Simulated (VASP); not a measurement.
# Pt (Fm-3m) in VASP: notebook, part 2 of 2

VASP 6.6.1. The steps go on from the part before.

### Step 6. Relaxation of cell and atoms, LDA

This run uses another cell than the first one, of 14.76 Å³/atom, 0.963 times its volume.

File INCAR:

```
SYSTEM = Pt
PREC = Accurate
ENCUT = 600
EDIFF = 1E-6
ISMEAR = -1
SIGMA = 0.15
LREAL = .FALSE.
LASPH = .TRUE.
NELM = 60
ALGO = Normal
ISIF = 3
LWAVE = .FALSE.
LCHARG = .FALSE.
GGA = CA
IBRION = 2
NSW = 80
EDIFFG = -0.001
```

File KPOINTS:

```
Automatic mesh
0
G
  26 26 26
  0 0 0
```

File POSCAR:

```
Pt
1.0
    0.0000000000      1.9468067539      1.9468067539
    1.9468067539      0.0000000000      1.9468067539
    1.9468067539      1.9468067539      0.0000000000
Pt
1
Direct
    0.0000000000      0.0000000000      0.0000000000
```

Potentials or basis: VASP PAW LDA potentials, release 64 (Pt).

Launch:

```
> cat potpaw_LDA.64/Pt/POTCAR > POTCAR
> mpirun -np 1 vasp_std > vasp.out
```

OUTCAR:

```text
SYSTEM = Pt
   PREC = Accurate
   ENCUT = 600
   EDIFF = 1E-6
   ISMEAR = -1
   LREAL = .FALSE.
   LASPH = .TRUE.
   NELM = 60
   ISIF = 3
   GGA = CA
   IBRION = 2
   NSW = 80
   EDIFFG = -0.001

 ion  position               nearest neighbor table
   1  0.000  0.000  0.000-

  LATTYP: Found a face centered cubic cell.
 ALAT       =     3.8936135078

  Lattice vectors:

 A1 = (   0.0000000000,   1.9468067539,   1.9468067539)
 A2 = (   1.9468067539,   0.0000000000,   1.9468067539)
 A3 = (   1.9468067539,   1.9468067539,   0.0000000000)

Analysis of symmetry for initial positions (statically):
=====================================================================
 Subroutine PRICEL returns:
 Original cell was already a primitive cell.

 Routine SETGRP: Setting up the symmetry group for a
 face centered cubic supercell.

 Subroutine GETGRP returns: Found 48 space group operations
 (whereof 48 operations were pure point group operations)
 out of a pool of 48 trial point group operations.

The static configuration has the point symmetry O_h .

Analysis of symmetry for dynamics (positions and initial velocities):
=====================================================================
 Subroutine PRICEL returns:
 Original cell was already a primitive cell.

 Routine SETGRP: Setting up the symmetry group for a
 face centered cubic supercell.

 Subroutine GETGRP returns: Found 48 space group operations
 (whereof 48 operations were pure point group operations)
 out of a pool of 48 trial point group operations.

The dynamic configuration has the point symmetry O_h .

 Subroutine INISYM returns: Found 48 space group operations
 (whereof 48 operations are pure point group operations),
 and found     1 'primitive' translations

----------------------------------------------------------------------------------------

                                     Primitive cell

  volume of cell :      14.7570

  direct lattice vectors                    reciprocal lattice vectors
     0.000000000  1.946806754  1.946806754    -0.256830833  0.256830833  0.256830833
     1.946806754  0.000000000  1.946806754     0.256830833 -0.256830833  0.256830833
     1.946806754  1.946806754  0.000000000     0.256830833  0.256830833 -0.256830833

  length of vectors
     2.753200515  2.753200515  2.753200515     0.444844051  0.444844051  0.444844051

  position of ions in fractional coordinates (direct lattice)
     0.000000000  0.000000000  0.000000000

  ion indices of the primitive-cell ions
   primitive index   ion index
                 1           1

----------------------------------------------------------------------------------------

 KPOINTS: Automatic mesh

Automatic generation of k-mesh.
 Grid dimensions read from file:
 generate k-points for:   26   26   26

 Generating k-lattice:

  Cartesian coordinates                     Fractional coordinates (reciprocal lattice)
    -0.009878109  0.009878109  0.009878109     0.038461538  0.000000000  0.000000000
[... 40 lines left out ...]
 [... further k-points ...]
   k-points           NKPTS =    511   k-points in BZ     NKDIM =    511   number of bands    NBANDS=      9
   number of dos      NEDOS =    301   number of ions     NIONS =      1
   total plane-waves  NPLWV =  13824
   dimension x,y,z NGX =    24 NGY =   24 NGZ =   24
   dimension x,y,z NGXF=    48 NGYF=   48 NGZF=   48
   ions per type =               1
   NGX,Y,Z   is equivalent  to a cutoff of  14.49, 14.49, 14.49 a.u.
   NGXF,Y,Z  is equivalent  to a cutoff of  28.98, 28.98, 28.98 a.u.
 SYSTEM =  Pt
   PREC   = accura    normal or accurate (medium, high low for compatibility)
   ISTART =      0    job   : 0-new  1-cont  2-samecut
   ICHARG =      2    charge: 1-file 2-atom 10-const
   ISPIN  =      1    spin polarized calculation?
   LNONCOLLINEAR =      F non collinear calculations
   LSORBIT =      F    spin-orbit coupling
   LASPH  =      T    aspherical Exc in radial PAW
   ENCUT  =  600.0 eV  44.10 Ry    6.64 a.u.   5.50  5.50  5.50*2*pi/ulx,y,z
   NELM   =     60;   NELMIN=  2; NELMDL= -5     # of ELM steps
   EDIFF  = 0.1E-05   stopping-criterion for ELM
   LREAL  =      F    real-space projection
   EDIFFG = -.1E-02   stopping-criterion for IOM
   NSW    =     80    number of steps for IOM
   IBRION =      2    ionic relax: 0-MD 1-quasi-New 2-CG
   NFREE  =      1    steps in history (QN), initial steepest desc. (CG)
   ISIF   =      3    stress and relaxation
   ISYM   =      2    0-nonsym 1-usesym 2-fastsym
   POTIM  = 0.5000    time-step for ionic-motion
   TEBEG  =    0.0;   TEEND  =   0.0 temperature during run
   PSTRESS=    0.0 pullay stress
   NELECT =      10.0000    total number of electrons
   NUPDOWN=      -1.0000    fix difference up-down
   EMIN   =  10.00;   EMAX   =-10.00  energy-range for DOS
   EFERMI =   0.00;   METHOD = LEGACY
   ISMEAR =    -1;   SIGMA  =   0.15  broadening in eV -4-tet -1-fermi 0-gaus
   EFERMI_NEDOS =   21; number of points for ismear=-14 and -15
   IALGO  =     38    algorithm
   IMIX   =      4    mixing-type and parameters
     AMIX     =   0.40;   BMIX     =  1.00
     AMIX_MAG =   1.60;   BMIX_MAG =  1.00
  volume/ion in A,a.u.               =      14.76        99.59
  Fermi-wavevector in a.u.,A,eV,Ry     =   1.437944  2.717320 28.132536  2.067683
  Thomas-Fermi vector in A             =   2.556966
   LORBIT       =      0    0 simple, 1 ext, 2 COOP (PROOUT), +10 PAW based schemes
   GGA     = CA    functional components
   LHFCALC =     F    Hartree Fock is set to
   AEXX    =    0.0000 exact exchange contribution
   IVDW    =     0    specifies the selected vdW correction
   LEPSILON=     F    determine dielectric tensor
   LRPA    =     F    only Hartree local field effects (RPA)
 conjugate gradient relaxation of ions
 non-spin polarized calculation
  energy-cutoff  :      600.00
  volume of cell :       14.76
 maximum number of plane-waves:       531
 NGX is ok and might be reduce to    24
   NGX = 11   NGY = 11   NGZ = 11

--------------------------------------- Ionic step        1  -------------------------------------------

 number of electron      10.0000000 magnetization

 number of electron       9.9999999 magnetization

 Free energy of the ion-electron system (eV)
  ---------------------------------------------------
  ext. energy  EPLUGINS =         0.00000000
  ---------------------------------------------------
  free energy    TOTEN  =        -7.56516650 eV

  energy without entropy =       -7.45869479  energy(sigma->0) =       -7.51193064

------------------------ aborting loop because EDIFF is reached ----------------------------------------

  FORCE on cell =-STRESS in cart. coord.  units (eV):
  Direction    XX          YY          ZZ          XY          YZ          ZX
  --------------------------------------------------------------------------------------
  -------------------------------------------------------------------------------------
  Total        0.1566554      0.1566554      0.1566554      0.0000000     -0.0000000     -0.0000000
  in kB       17.0081674     17.0081674     17.0081674      0.0000000     -0.0000000     -0.0000000
  external PRESSURE =      17.0081674 kB  Pullay stress =       0.0000000 kB
[... 57 lines left out ...]
--------------------------------------- Ionic step        3  -------------------------------------------

 number of electron       9.9999999 magnetization

 Free energy of the ion-electron system (eV)
  ---------------------------------------------------
  ext. energy  EPLUGINS =         0.00000000
  ---------------------------------------------------
  free energy    TOTEN  =        -7.56559664 eV

  energy without entropy =       -7.45842894  energy(sigma->0) =       -7.51201279

 E-fermi :  11.4807     XC(G=0): -13.7812

 val. band max:       11.4793425504   @ k =  -0.4615   0.0769   0.0385
 cond. band min:      11.4824246491   @ k =  -0.3077   0.3846   0.1538
 fundamental gap:      0.0030820987
 Fermi energy:        11.4806522942

 k-point     1 :       0.0000    0.0000    0.0000
  band No.  band energies     occupation
      1       1.0286      2.00000
      2       7.5399      2.00000
      3       7.5399      2.00000
      4       7.5399      2.00000
      5       9.7888      1.99997
      6       9.7888      1.99997
      7      26.0324      0.00000
      8      31.0429      0.00000
      9      31.0429      0.00000
[... 265 lines left out ...]
 k-point    24 :       0.3846    0.0385    0.0000
  band No.  band energies     occupation
      1       3.9311      2.00000
      2       7.6052      2.00000
      3       7.7061      2.00000
      4       8.6540      2.00000
      5      10.9307      1.95012
      6      11.0863      1.86542
      7      20.4862      0.00000
      8      26.4400      0.00000
      9      31.4373      0.00000

 [... further k-points ...]
[... 5 lines left out ...]
  --------------------------------------------------------------------------------------
  -------------------------------------------------------------------------------------
  Total       -0.0003188     -0.0003188     -0.0003188      0.0000000      0.0000000      0.0000000
  in kB       -0.0344241     -0.0344241     -0.0344241      0.0000000      0.0000000      0.0000000
  external PRESSURE =      -0.0344241 kB  Pullay stress =       0.0000000 kB
[... 16 lines left out ...]
  FREE ENERGIE OF THE ION-ELECTRON SYSTEM (eV)
  ---------------------------------------------------
  free  energy   TOTEN  =        -7.5655966369 eV

  energy  without entropy=       -7.4584289387  energy(sigma->0) =       -7.51201279

 reached required accuracy - stopping structural energy minimisation
```

CONTCAR:

```text
Pt
   1.00000000000000
     0.0000000000000000    1.9504206108605324    1.9504206108605324
     1.9504206108605324   -0.0000000000000000    1.9504206108605324
     1.9504206108605324    1.9504206108605324    0.0000000000000000
  Pt
     1
Direct
     0.0000000000000000    0.0000000000000000    0.0000000000000000

  0.00000000E+00  0.00000000E+00  0.00000000E+00
```

Run time: 1.7 min. Hardware: 1 thread of AMD EPYC 7R13 (Zen 3), shared host; peak memory 0.19 GiB.

What came out:

```yaml
Free_energy: -7.5656 eV
Relaxed_volume: 14.84 Å³/atom
Relaxed_cell: a = 2.758 Å, b = 2.758 Å, c = 2.758 Å, α = 60.00°, β = 60.00°, γ = 60.00°
Space_group_after_relaxing_to_0.05_Å: Fm-3m (No. 225)
Energy_gained_by_relaxing: 0.4 meV/atom
Ionic_steps: 3
Pressure_after_relaxing: 0.0 GPa
Band_gap_on_the_k_mesh: zero (band 5 reaches 11.97 eV, above the bottom of band 6 at 9.67 eV)
```

The path:
| step | energy change (eV) | largest force (eV/Å) | pressure (GPa) | volume (Å³) |
| --- | --- | --- | --- | --- |
| 1 | 0.0000 | 0.0000 | 1.70 | 14.76 |
| 2 | 0.0036 | 0.0000 | -4.94 | 15.09 |
| 3 | -0.0004 | 0.0000 | 0.00 | 14.84 |

Final structure:
```cif
data_structure
_symmetry_space_group_name_H-M 'P 1'
_symmetry_Int_Tables_number 1
_cell_length_a 2.7583
_cell_length_b 2.7583
_cell_length_c 2.7583
_cell_angle_alpha 60.000
_cell_angle_beta 60.000
_cell_angle_gamma 60.000
_cell_volume 14.84
loop_
_atom_site_label
_atom_site_type_symbol
_atom_site_fract_x
_atom_site_fract_y
_atom_site_fract_z
_atom_site_occupancy
Pt1 Pt 0.00000 0.00000 0.00000 1
```

Levels at points of the mesh, in eV from the Fermi level:
| k point | band 1 | band 2 | band 3 | band 4 | band 5 | band 6 | band 7 | band 8 | band 9 |
| --- | --- | --- | --- | --- | --- | --- | --- | --- | --- |
| (0.00, 0.00, 0.00) | -10.45 | -3.94 | -3.94 | -3.94 | -1.69 | -1.69 | 14.55 | 19.56 | 19.56 |
| (0.50, 0.00, 0.00) | -7.55 | -4.00 | -4.00 | -0.57 | 0.03 | 0.03 | 5.93 | 14.12 | 18.98 |
| (0.50, 0.50, 0.00) | -7.30 | -6.85 | 0.01 | 0.49 | 0.49 | 1.71 | 9.02 | 11.36 | 11.36 |

Caveat: spin-orbit coupling is left out, which moves the levels of the heavy elements.

### Step 7. Overview

```csv
task,cell,k mesh,cutoff (eV),smearing,gap on the mesh (eV),pressure (GPa),relaxed volume (Å³/atom)
single point,"a = 2.788 Å, angles 60.0°, 1 atom",8 × 8 × 8,520,gaussian 0.1 eV,none,-10.4,-
single point,"a = 2.753 Å, angles 60.0°, 1 atom",26 × 26 × 26,520,gaussian 0.1 eV,none,0.8,-
single point,"a = 2.756 Å, angles 60.0°, 1 atom",26 × 26 × 26,520,fermi-dirac 0.15 eV,none,0.8,-
relaxation of cell and atoms,"relaxed from a = 2.752 Å, angles 60.0°, 1 atom",26 × 26 × 26,600,gaussian 0.1 eV,none,0.0,14.80
relaxation of cell and atoms,"relaxed from a = 2.753 Å, angles 60.0°, 1 atom",26 × 26 × 26,600,fermi-dirac 0.15 eV,none,0.0,14.84
```

Alike in all rows: level LDA; potentials or basis VASP PAW LDA potentials, release 64 (Pt); no spin polarisation.

Caveats: spin-orbit coupling is left out, which moves the levels of the heavy elements.

Total energies depend on the potentials used, so only differences within one code and one set of settings carry meaning.
